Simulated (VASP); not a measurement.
Write the native input for VASP 6.6.1 that does the following.

| Item | Value |
| --- | --- |
| Task | single point |
| Functional | PBE |
| Potentials or basis | VASP PAW PBE potentials, release 64 (Ir, P) |
| Cutoff | 520 eV |
| k mesh | 12 × 12 × 12 |
| Occupations | gaussian, width 0.05 eV |
| Spin | no spin polarisation |
| Dipole correction | no |
| Further INCAR settings | ALGO = Normal; EDIFF = 1e-07; NBANDS = 14 |

The structure of PIr lies in POSCAR:

```
PIr
1.0
    0.0000000000      2.5903533308      2.5903533308
    2.5903533308      0.0000000000      2.5903533308
    2.5903533308      2.5903533308      0.0000000000
Ir P
1 1
Direct
    0.0000000000      0.0000000000      0.0000000000
    0.2500000000      0.2500000000      0.2500000000
```

This cell differs from its parent crystal: volume scaled by 0.960.

These files were run (other wordings do the same):

INCAR

```
SYSTEM = PIr
PREC = Accurate
ENCUT = 520
EDIFF = 1E-7
ISMEAR = 0
SIGMA = 0.05
LREAL = .False.
LASPH = .True.
NELM = 60
ALGO = Normal
ISIF = 2
LWAVE = .False.
LCHARG = .False.
GGA = PE
NBANDS = 14
```

KPOINTS

```
Automatic mesh
0
Gamma
  12 12 12
  0 0 0
```

Potentials or basis: VASP PAW PBE potentials, release 64 (Ir, P).

The run is started by

```console
$ cat potpaw_PBE.64/Ir/POTCAR potpaw_PBE.64/P/POTCAR > POTCAR
$ mpirun -np 1 vasp_std > vasp.out
```

Results of the run:

```json
{
  "Pressure": "8.1 GPa",
  "Band gap on the k mesh": "zero (band 7 reaches 11.21 eV, above the bottom of band 8 at 6.80 eV)"
}
```

Caveat: spin-orbit coupling is left out, which moves the levels of the heavy elements.

It took 15 s on 1 thread of Intel(R) Xeon(R) 6975P-C (Granite Rapids), with other jobs on the host, peak memory 0.18 GiB.
